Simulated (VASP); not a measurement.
Crystal: C.

```
C
1.0
     2.34194   -1.54785    0.00000
     2.34194    1.54785    0.00000
     0.00000    0.00000    6.31405
C
4
Direct
  0.85000 0.15000 0.11700
  0.65000 0.35000 0.61700
  0.15000 0.85000 0.88300
  0.35000 0.65000 0.38300
```

- Program: VASP 6.6.1
- Task: relaxation of cell and atoms
- Functional: PBE
- Potentials or basis: VASP PAW PBE potentials, release 64 (C)
- Cutoff: 600 eV
- k mesh: 6 × 6 × 4
- Occupations: gaussian, width 0.1 eV
- Spin: no spin polarisation

At the start: pressure -35.6 GPa; volume 11.44 Å³/atom.

Problem. How do energy, volume and symmetry change on relaxing?

Solution. Over 40 steps the energy falls by 4359.4 meV/atom and the volume is 8.59 Å³/atom (-25.0 %); space group Fmmm (No. 69, to 0.05 Å).

The path:
```tsv
step	energy change (eV)	largest force (eV/Å)	pressure (GPa)	volume (Å³)
1	0.0000	2.8225	-35.56	45.78
2	-3.5501	12.8654	37.41	30.55
3	-4.2888	3.4935	-10.35	33.92
4	-4.3237	4.1552	-6.51	33.52
5	-8.6029	16.7827	63.18	26.03
6	120.5335	192.6976	2942.12	10.93
7	34.8908	133.5492	510.36	24.92
8	32.4814	125.5506	465.79	25.84
9	26.3892	108.3656	413.06	25.98
10	12.6697	68.3500	281.54	26.39
11	-0.9936	24.1104	115.34	27.24
12	-5.3783	4.0163	-10.39	28.97
13	-5.4647	3.8020	-5.60	28.83
14	-5.5293	3.7434	4.15	28.57
15	-5.5751	3.8200	3.92	28.58
16	-5.7147	4.0523	3.25	28.61
17	-6.0062	4.5944	1.42	28.65
18	-6.6333	5.4378	-1.30	28.74
19	-7.9834	6.5214	-5.05	28.88
20	-10.7155	7.3415	-8.01	29.05
21	-13.1125	4.8128	44.75	28.92
22	-13.3195	5.0370	19.91	29.02
23	-13.3500	4.7302	28.74	28.98
24	-13.8614	4.4718	32.28	29.40
25	-14.4612	6.6829	46.56	30.63
26	-15.4477	5.7832	30.37	31.71
27	-16.9806	3.6131	-4.30	35.01
28	-17.0574	3.2893	-10.78	35.89
29	-17.2858	2.0026	-8.55	35.41
30	-17.4202	0.2516	-3.97	34.81
31	-17.4215	0.3467	-3.16	34.73
32	-17.4217	0.2825	-3.39	34.75
33	-17.4287	0.2313	-1.89	34.61
34	-17.4337	0.1602	0.96	34.36
35	-17.4353	0.1285	0.52	34.38
36	-17.4368	0.0513	-0.56	34.44
37	-17.4375	0.0389	-0.40	34.40
38	-17.4377	0.0617	-0.26	34.37
39	-17.4377	0.0482	-0.07	34.33
40	-17.4378	0.0116	-0.14	34.35
```

Final structure:
```
CELL_PARAMETERS angstrom
3.25903 -1.23332 0.00000
3.25903 1.23332 0.00000
0.00000 0.00000 4.27259
ATOMIC_POSITIONS crystal
C 0.00016 0.99984 0.16687
C 0.49984 0.50016 0.66687
C 0.99984 0.00016 0.83313
C 0.50016 0.49984 0.33313
```

Caveat: the volume moved by over 15 % at a fixed basis, so the end points are rough.
